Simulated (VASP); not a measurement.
# CaO (F-43m) in VASP: further runs

CaO is run at these levels: HSE06, PBE-based screened hybrid with 5 % exact exchange; tasks: single point.

Everything below comes from runs of VASP 6.6.1. Logs are shortened: lines on timing, memory, paths and dates and some standing lists are left out, and cuts for length are marked.

**1. The cell of the first run**

It takes space group F-43m (No. 216, cubic). Conventional cell: a = 5.213 Å, b = 5.213 Å, c = 5.213 Å, α = 90.00°, β = 90.00°, γ = 90.00°. Within 3.0 Å of Ca (site symmetry -43m) lie 4 O at 2.26 Å. O (site symmetry -43m) has 4 Ca at 2.26 Å within 3.0 Å.

**2. Single point, HSE06**

POSCAR reads:

```
CaO
1.0
    0.0000000000      2.6067317416      2.6067317416
    2.6067317416      0.0000000000      2.6067317416
    2.6067317416      2.6067317416      0.0000000000
Ca O
1 1
Direct
    0.0000000000      0.0000000000      0.0000000000
    0.2500000000      0.2500000000      0.2500000000
```

INCAR.step1 reads:

```
SYSTEM = CaO
ALGO = Normal
EDIFF = 1E-5
ENCUT = 520
GGA = PE
ISIF = 2
ISMEAR = 0
LASPH = .TRUE.
LCHARG = .FALSE.
LREAL = .FALSE.
LWAVE = .TRUE.
NBANDS = 15
NELM = 60
PREC = Accurate
SIGMA = 0.01
```

INCAR.step2 reads:

```
SYSTEM = CaO
ALGO = Normal
EDIFF = 1E-6
ENCUT = 520
GGA = PE
HFSCREEN = 0.2079
ISIF = 2
ISMEAR = 0
ISTART = 1
LASPH = .TRUE.
LCHARG = .FALSE.
LHFCALC = .TRUE.
LREAL = .FALSE.
LWAVE = .FALSE.
NBANDS = 15
NELM = 60
PREC = Accurate
PRECFOCK = Normal
SIGMA = 0.01
```

KPOINTS reads:

```
k-points
0
G
  4 4 4
  0 0 0
```

Potentials or basis: VASP PAW PBE potentials, release 64 (Ca_sv, O).

Command:

```sh
cat potpaw_PBE.64/Ca_sv/POTCAR potpaw_PBE.64/O/POTCAR > POTCAR
cp INCAR.step1 INCAR
mpirun -np 1 vasp_std > vasp.out
cp INCAR.step2 INCAR
mpirun -np 1 vasp_std > vasp.out
```

OUTCAR:

```text
SYSTEM = CaO
   EDIFF = 1E-6
   ENCUT = 520
   GGA = PE
   HFSCREEN = 0.2079
   ISIF = 2
   ISMEAR = 0
   ISTART = 1
   LASPH = .TRUE.
   LHFCALC = .TRUE.
   LREAL = .FALSE.
   NELM = 60
   PREC = Accurate
   PRECFOCK = Normal

 ion  position               nearest neighbor table
   1  0.000  0.000  0.000-   2 2.26   2 2.26   2 2.26   2 2.26
   2  0.250  0.250  0.250-   1 2.26   1 2.26   1 2.26   1 2.26

  LATTYP: Found a face centered cubic cell.
 ALAT       =     5.2134634832

  Lattice vectors:

 A1 = (   0.0000000000,   2.6067317416,   2.6067317416)
 A2 = (   2.6067317416,   0.0000000000,   2.6067317416)
 A3 = (   2.6067317416,   2.6067317416,   0.0000000000)

Analysis of symmetry for initial positions (statically):
=====================================================================
 Subroutine PRICEL returns:
 Original cell was already a primitive cell.

 Routine SETGRP: Setting up the symmetry group for a
 face centered cubic supercell.

 Subroutine GETGRP returns: Found 24 space group operations
 (whereof 24 operations were pure point group operations)
 out of a pool of 48 trial point group operations.

The static configuration has the point symmetry T_d .

Analysis of symmetry for dynamics (positions and initial velocities):
=====================================================================
 Subroutine PRICEL returns:
 Original cell was already a primitive cell.

 Routine SETGRP: Setting up the symmetry group for a
 face centered cubic supercell.

 Subroutine GETGRP returns: Found 24 space group operations
 (whereof 24 operations were pure point group operations)
 out of a pool of 48 trial point group operations.

The dynamic configuration has the point symmetry T_d .

 Subroutine INISYM returns: Found 24 space group operations
 (whereof 24 operations are pure point group operations),
 and found     1 'primitive' translations

----------------------------------------------------------------------------------------

                                     Primitive cell

  volume of cell :      35.4257

  direct lattice vectors                    reciprocal lattice vectors
     0.000000000  2.606731742  2.606731742    -0.191811068  0.191811068  0.191811068
     2.606731742  0.000000000  2.606731742     0.191811068 -0.191811068  0.191811068
     2.606731742  2.606731742  0.000000000     0.191811068  0.191811068 -0.191811068
[... 83 lines left out ...]
   EFERMI_NEDOS =   21; number of points for ismear=-14 and -15
   IALGO  =     38    algorithm
   IMIX   =      1    mixing-type and parameters
     AMIX     =   0.40;   BMIX     =  1.00
     AMIX_MAG =   1.60;   BMIX_MAG =  1.00
  volume/ion in A,a.u.               =      17.71       119.53
  Fermi-wavevector in a.u.,A,eV,Ry     =   1.256055  2.373599 21.465543  1.577673
  Thomas-Fermi vector in A             =   2.389781
   LORBIT       =      0    0 simple, 1 ext, 2 COOP (PROOUT), +10 PAW based schemes
   GGA     = PE    functional components
   LHFCALC =     T    Hartree Fock is set to
   PRECFOCK=normal    Normal, Fast or Accurate (Low or Medium for compatibility)
   ENCUT4O =  -1.0   cutoff for four orbital integrals eV
   NKREDX  =     1    reduce k-point grid by
   NKREDY  =     1    reduce k-point grid by
   NKREDZ  =     1    reduce k-point grid by
   AEXX    =    0.2500 exact exchange contribution
   HFSCREEN=    0.2079 screening length (either q_TF or 0.3 A-1)
   HFSCREENC=   0.2079 screening length for correlation (either q_TF or 0.3 A-1)
   ENCUTFOCK=  -1.0 apply spherical cutoff to Coloumb kernel
   IVDW    =     0    specifies the selected vdW correction
   LEPSILON=     F    determine dielectric tensor
   LRPA    =     F    only Hartree local field effects (RPA)
 non-spin polarized calculation
 Gauss-broadening in eV      SIGMA  =   0.01
  energy-cutoff  :      520.00
  volume of cell :       35.43
 maximum number of plane-waves:       960
  NGX = 24; NGY = 24; NGZ = 24

 number of electron      15.9999998 magnetization

 Free energy of the ion-electron system (eV)
  ---------------------------------------------------
  ext. energy  EPLUGINS =         0.00000000
  ---------------------------------------------------
  free energy    TOTEN  =       -14.45034079 eV

  energy without entropy =      -14.45034079  energy(sigma->0) =      -14.45034079

 E-fermi :  -0.5070     XC(G=0):  -7.4692

 val. band max:       -0.5806756743   @ k =   0.5000   0.5000   0.0000
 cond. band min:       4.1329472333   @ k =   0.0000   0.0000   0.0000
 fundamental gap:      4.7136229076
 Fermi energy:        -0.5070034541

 k-point     1 :       0.0000    0.0000    0.0000
  band No.  band energies     occupation
      1     -40.2526      2.00000
      2     -19.7197      2.00000
      3     -19.7197      2.00000
      4     -19.7197      2.00000
      5     -16.8131      2.00000
      6      -1.2045      2.00000
      7      -1.2045      2.00000
      8      -1.2044      2.00000
      9       4.1329      0.00000
     10       9.5330      0.00000
     11       9.5330      0.00000
     12      11.2285      0.00000
     13      11.2285      0.00000
     14      11.2285      0.00000
[... 113 lines left out ...]
      2     -20.5780      2.00000
      3     -19.9535      2.00000
      4     -19.8775      2.00000
      5     -15.7695      2.00000
      6      -1.4541      2.00000
      7      -1.1818      2.00000
      8      -0.5812      2.00000
      9       5.9942      0.00000
     10       7.6700      0.00000
     11      10.1686      0.00000
     12      10.8958      0.00000
     13      11.7469      0.00000
     14      14.2633      0.00000
     15      15.0198      0.00000

------------------------ aborting loop because EDIFF is reached ----------------------------------------

  FORCE on cell =-STRESS in cart. coord.  units (eV):
  Direction    XX          YY          ZZ          XY          YZ          ZX
  --------------------------------------------------------------------------------------
  -------------------------------------------------------------------------------------
  Total        0.1392545      0.1392545      0.1392545      0.0000000      0.0000000      0.0000000
  in kB        6.2979729      6.2979729      6.2979729      0.0000000      0.0000000      0.0000000
  external PRESSURE =       6.2979729 kB  Pullay stress =       0.0000000 kB

 VOLUME and BASIS-vectors are now :
 -----------------------------------------------------------------------------
  energy-cutoff  :      520.00
  volume of cell :       35.43
      direct lattice vectors                 reciprocal lattice vectors
     0.000000000  2.606731742  2.606731742    -0.191811068  0.191811068  0.191811068
     2.606731742  0.000000000  2.606731742     0.191811068 -0.191811068  0.191811068
     2.606731742  2.606731742  0.000000000     0.191811068  0.191811068 -0.191811068

 POSITION                                       TOTAL-FORCE (eV/Angst)
 -----------------------------------------------------------------------------------
      0.00000      0.00000      0.00000        -0.000000     -0.000000     -0.000000
      1.30337      1.30337      1.30337         0.000000      0.000000      0.000000
 -----------------------------------------------------------------------------------
    total drift:                                0.000004     -0.000001      0.000000

  FREE ENERGIE OF THE ION-ELECTRON SYSTEM (eV)
  ---------------------------------------------------
  free  energy   TOTEN  =       -14.4503407905 eV

  energy  without entropy=      -14.4503407905  energy(sigma->0) =      -14.45034079
```

Wall time 5.3 min (1 thread of Intel Xeon Platinum 8259CL at 2.50GHz (Skylake/Cascade Lake), shared host); peak memory 0.27 GiB.

What came out:

```yaml
Free_energy: -14.4503 eV
Pressure: 0.6 GPa
Band_gap_on_the_k_mesh: 4.71 eV (least direct gap 5.34 eV)
```

Levels at points of the mesh, in eV from the valence-band top:
| k point | band 4 | band 5 | band 6 | band 7 | band 8 | band 9 | band 10 | band 11 | band 12 | band 13 |
| --- | --- | --- | --- | --- | --- | --- | --- | --- | --- | --- |
| (0.00, 0.00, 0.00) | -19.14 | -16.23 | -0.62 | -0.62 | -0.62 | 4.71 | 10.11 | 10.11 | 11.81 | 11.81 |
| (0.50, 0.00, 0.00) | -19.20 | -15.44 | -1.05 | -0.35 | -0.35 | 7.85 | 9.80 | 9.93 | 9.93 | 11.62 |
| (0.50, 0.50, 0.00) | -19.29 | -15.21 | -1.49 | 0.00 | 0.00 | 6.52 | 8.44 | 11.32 | 11.57 | 11.57 |

Caveat: the k points lie up to 0.52 Å⁻¹ apart; the structure was generated, so it needn't be the stable form of CaO; the PAW data sets were made with another functional, which shifts forces and pressure a little. A k mesh can miss the band edges.

**3. Single point, PBE-based screened hybrid with 5 % exact exchange**

POSCAR is that of step 2.

INCAR.step1 reads:

```
PREC     = Accurate       # precision mode
ENCUT    = 520            # plane-wave cutoff, eV
EDIFF    = 1E-5           # SCF threshold, eV
ISMEAR   = 0              # smearing method
SIGMA    = 0.01           # smearing width, eV
LREAL    = F              # projectors in reciprocal space
LASPH    = T              # aspherical terms in the spheres
NELM     = 80             # most SCF steps
ALGO     = Normal         # electronic algorithm
ISIF     = 2              # what is computed and relaxed
LWAVE    = T              # write WAVECAR
NBANDS   = 15             # bands
GGA      = PE             # functional
```

INCAR.step2 reads:

```
PREC     = Accurate       # precision mode
ENCUT    = 520            # plane-wave cutoff, eV
EDIFF    = 1E-6           # SCF threshold, eV
ISMEAR   = 0              # smearing method
SIGMA    = 0.01           # smearing width, eV
LREAL    = F              # projectors in reciprocal space
LASPH    = T              # aspherical terms in the spheres
NELM     = 80             # most SCF steps
ALGO     = Normal         # electronic algorithm
ISIF     = 2              # what is computed and relaxed
LWAVE    = F              # write WAVECAR
LCHARG   = T              # write CHGCAR
GGA      = PE             # functional
LHFCALC  = T              # exact exchange
AEXX     = 0.05           # exact-exchange fraction
HFSCREEN = 0.1            # screening, 1/A
PRECFOCK = Normal       
LELF     = T              # ELF
LVHAR    = T            
NBANDS   = 15             # bands
ISTART   = 1
```

KPOINTS reads:

```
Automatic mesh
0
Gamma
  4 4 4
```

Potentials or basis: VASP PAW PBE potentials, release 64 (Ca_sv, O).

Command:

```sh
cat potpaw_PBE.64/Ca_sv/POTCAR potpaw_PBE.64/O/POTCAR > POTCAR
cp INCAR.step1 INCAR
mpirun -np 1 vasp_std > vasp.out
cp INCAR.step2 INCAR
mpirun -np 1 vasp_std > vasp.out
```

Run time: 4.1 min. Hardware: 1 thread of Intel Xeon Platinum 8259CL at 2.50GHz (Skylake/Cascade Lake), shared host; peak memory 0.27 GiB.

The run converged. Its results:

- Free energy: -12.8894 eV
- Pressure: 1.6 GPa
- Band gap on the k mesh: 3.67 eV (least direct gap 4.29 eV)

Levels at points of the mesh, in eV from the valence-band top:
```
           k point  band 5  band 6  band 7  band 8  band 9  band 10  band 11  band 12
(0.00, 0.00, 0.00)  -15.09   -0.63   -0.63   -0.63    3.67     8.47     8.47    10.12
(0.50, 0.00, 0.00)  -14.41   -1.01   -0.36   -0.36    6.55     8.36     8.36     8.61
(0.50, 0.50, 0.00)  -14.20   -1.45    0.00    0.00    5.32     7.07     9.55     9.86
```

Caveat: the k points lie up to 0.52 Å⁻¹ apart; the structure was generated, so it needn't be the stable form of CaO; the PAW data sets were made with another functional, which shifts forces and pressure a little.
